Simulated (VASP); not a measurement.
Write the native input for VASP 6.6.1 that does the following.

```
Task                   : relaxation of the atoms
Functional             : PBEsol
Potentials or basis    : VASP PAW PBE potentials, release 64 (Si, O)
Cutoff                 : 520 eV
k mesh                 : 1 × 1 × 1, shifted
Occupations            : fermi-dirac, width 0.05 eV
Spin                   : no spin polarisation
Dipole correction      : no
Further INCAR settings : LREAL = Auto; ALGO = Normal; EDIFF = 1e-07; ISYM = -1; IBRION = 2; EDIFFG = -0.03; NSW = 100
```

The structure of Si23O47 (a cell with a defect) lies in POSCAR:

```
Si23O47
1.0
    8.3886930000      0.0000000000      0.0000000000
    0.0000000000      8.3886930000      0.0000000000
    0.0000000000      0.0000000000      8.0356430000
Si O
23 47
Direct
    0.9999660000      0.0006800000      0.9979380000
    0.0004320000      0.9974280000      0.3325800000
    0.9994810000      0.0025200000      0.6625220000
    0.0032180000      0.4991470000      0.9993190000
    0.9990410000      0.4991500000      0.3337730000
    0.9982500000      0.4978200000      0.6663350000
    0.4989540000      0.9981880000      0.0010470000
    0.4989540000      0.9968140000      0.3328480000
    0.4994740000      0.0006020000      0.6650160000
    0.5015110000      0.5008730000      0.9998400000
    0.4993680000      0.5025250000      0.6595070000
    0.2503750000      0.2519930000      0.1673010000
    0.2501250000      0.2480710000      0.5027000000
    0.2458770000      0.2508850000      0.8318640000
    0.2475240000      0.7497950000      0.1661830000
    0.2527220000      0.7505960000      0.4970810000
    0.2472180000      0.7504880000      0.8327710000
    0.7471630000      0.2487200000      0.1668230000
    0.7475170000      0.2500800000      0.5019510000
    0.7497120000      0.2476460000      0.8339580000
    0.7481140000      0.7478940000      0.1605230000
    0.7493770000      0.7513950000      0.5024000000
    0.7490650000      0.7521890000      0.8308160000
    0.1536240000      0.1491540000      0.9978820000
    0.1491800000      0.1560290000      0.3335100000
    0.1504490000      0.1552350000      0.6666450000
    0.1522390000      0.6556300000      0.0006250000
    0.1555700000      0.6553890000      0.3342220000
    0.1515230000      0.6518550000      0.6629890000
    0.6521160000      0.1561190000      0.0025530000
    0.6531930000      0.1560310000      0.3308290000
    0.6532670000      0.1540670000      0.6663170000
    0.6483770000      0.6560080000      0.0018280000
    0.6537110000      0.6538580000      0.3370010000
    0.6546310000      0.6517950000      0.6696050000
    0.3490460000      0.3462550000      0.0003780000
    0.3467090000      0.3476010000      0.3309580000
    0.3452450000      0.3464520000      0.6669400000
    0.3489170000      0.8484340000      0.0042830000
    0.3481240000      0.8430500000      0.3293200000
    0.3473150000      0.8459350000      0.6653070000
    0.8434230000      0.3462100000      0.9975860000
    0.8456710000      0.3467720000      0.3353200000
    0.8446520000      0.3470000000      0.6697610000
    0.8450490000      0.8476680000      0.0027710000
    0.8505200000      0.8462810000      0.3323130000
    0.8493440000      0.8527160000      0.6679180000
    0.0961570000      0.4035390000      0.1640880000
    0.0937390000      0.4042650000      0.4984170000
    0.0979730000      0.4004390000      0.8289330000
    0.0988750000      0.9030720000      0.1665710000
    0.0960410000      0.9009070000      0.4977360000
    0.5972950000      0.4051580000      0.1691730000
    0.5953010000      0.4030270000      0.5004370000
    0.6018530000      0.4045650000      0.8391840000
    0.5981060000      0.9037500000      0.1637930000
    0.5955610000      0.9026650000      0.5009330000
    0.5955510000      0.9045760000      0.8351600000
    0.4014930000      0.0983450000      0.1706380000
    0.4039400000      0.0963480000      0.5014620000
    0.4027520000      0.0983590000      0.8332890000
    0.4059440000      0.6014930000      0.1642750000
    0.3999560000      0.5949480000      0.5013360000
    0.4033750000      0.6003350000      0.8343960000
    0.9010040000      0.0950310000      0.1648170000
    0.9031330000      0.0932890000      0.5010270000
    0.9004090000      0.0962750000      0.8352780000
    0.9010110000      0.5988180000      0.1681770000
    0.9039540000      0.5944530000      0.5025440000
    0.9002410000      0.5973350000      0.8375850000
```

One way to write it, as run:

INCAR

```
ALGO = Normal ; EDIFF = 1E-7
EDIFFG = -0.03 ; ENCUT = 520
GGA = PS ; GGA_COMPAT = False
IBRION = 2 ; ISIF = 2
ISMEAR = -1 ; ISYM = -1
KPAR = 1 ; LASPH = True
LCHARG = False ; LREAL = Auto
LWAVE = False ; NELM = 120
NELMIN = 4 ; NSW = 100
PREC = Accurate ; SIGMA = 0.05
```

KPOINTS

```
explicit points
1
Reciprocal
  0.25000000   0.25000000   0.25000000 1
```

Potentials or basis: VASP PAW PBE potentials, release 64 (Si, O).

Command:

```sh
$ cat potpaw_PBE.64/Si/POTCAR potpaw_PBE.64/O/POTCAR > POTCAR
$ mpirun -np 4 vasp_std > vasp.out
```

Results of the run:

```yaml
Energy_gained_by_relaxing: 80.0 meV/atom
Ionic_steps: 25
Pressure_after_relaxing: 3.6 GPa
Largest_force_after_relaxing: 0.028 eV/Å
```

Caveat: the PAW data sets were made with another functional, which shifts forces and pressure a little.

It took 30 min on 4 MPI ranks on Intel(R) Xeon(R) Platinum 8259CL CPU @ 2.50GHz (Skylake/Cascade Lake) (shared host), peak memory 0.27 GiB a rank.
